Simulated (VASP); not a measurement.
**AlN: single point with PBE**

Crystal: AlN.

```
CELL_PARAMETERS angstrom
3.05024 0.00000 0.00000
-1.52512 2.64159 0.00000
0.00000 0.00000 4.58210
ATOMIC_POSITIONS crystal
Al 0.33333 0.66667 0.98795
Al 0.66667 0.33333 0.48795
N 0.33333 0.66667 0.39705
N 0.66667 0.33333 0.89705
```

This cell differs from its parent crystal: strained and its atoms moved.

| Item | Value |
| --- | --- |
| Program | VASP 6.6.1 |
| Task | single point |
| Functional | PBE |
| Potentials or basis | VASP PAW PBE potentials, release 64 (Al, N) |
| Cutoff | 520 eV |
| k mesh | 9 × 9 × 6 |
| Occupations | gaussian, width 0.02 eV |
| Spin | no spin polarisation |

| Property | Result |
| --- | --- |
| Pressure | 33.4 GPa |
| Largest force | 0.495 eV/Å |
| Band gap on the k mesh | 4.69 eV, direct |

Forces on the atoms (eV/Å):
```
Al   0.000  0.000  0.495
Al   0.000  0.000  0.495
N    0.000  0.000 -0.495
N    0.000  0.000 -0.495
```

Stress tensor (GPa, compression positive):
```
34.22  0.00  0.00
 0.00 34.22  0.00
 0.00  0.00 31.83
```

Levels at points of the mesh, in eV from the valence-band top:
```
           k point  band 6  band 7  band 8  band 9  band 10  band 11
(0.00, 0.00, 0.00)   -1.11   -1.11    0.00    4.69     6.65    10.75
(0.00, 0.00, 0.50)   -1.58   -1.58   -1.58    6.84     6.84    10.98
```

Run time: 11 s on 1 thread of Intel(R) Xeon(R) 6975P-C (Granite Rapids), on a shared host, peak memory 0.16 GiB.

Caveat: the cell differs from its parent crystal (strained and its atoms moved). A k mesh can miss the band edges.
